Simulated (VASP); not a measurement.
A run of VASP 6.6.1:

File INCAR:

```
PREC = Accurate ; ENCUT = 520
EDIFF = 1E-6 ; ISMEAR = 0
SIGMA = 0.1 ; LREAL = F
LASPH = T ; NELM = 80
ALGO = Normal ; ISIF = 2
LWAVE = F ; LCHARG = T
GGA = PE ; LELF = T
LVHAR = T ; NBANDS = 22
```

KPOINTS

```
regular mesh
0
Gamma
  12 12 12
```

POSCAR

```
Nb2H3
1.0
    1.4728192342      0.8503325813      7.5879510901
   -1.4728192342      0.8503325813      7.5879510901
    0.0000000000     -1.7006651627      7.5879510901
Nb H
2 3
Direct
    0.3903350659      0.3903350659      0.3903350659
    0.6096649341      0.6096649341      0.6096649341
    0.0000000000      0.0000000000      0.0000000000
    0.2287313201      0.2287313201      0.2287313201
    0.7712686799      0.7712686799      0.7712686799
```

Potentials or basis: VASP PAW PBE potentials, release 64 (Nb_sv, H).

The run is started by

```sh
$ cat potpaw_PBE.64/Nb_sv/POTCAR potpaw_PBE.64/H/POTCAR > POTCAR
$ mpirun -np 1 vasp_std > vasp.out
```

Hardware: 1 thread of Intel(R) Xeon(R) Platinum 8375C CPU @ 2.90GHz (Ice Lake) (shared host).

**Question.** Estimate the wall time of this run.

**Answer.** It took 21 min on 1 thread of Intel(R) Xeon(R) Platinum 8375C CPU @ 2.90GHz (Ice Lake) (shared host), peak memory 0.59 GiB. Counts: scf iterations 14, k points 189.
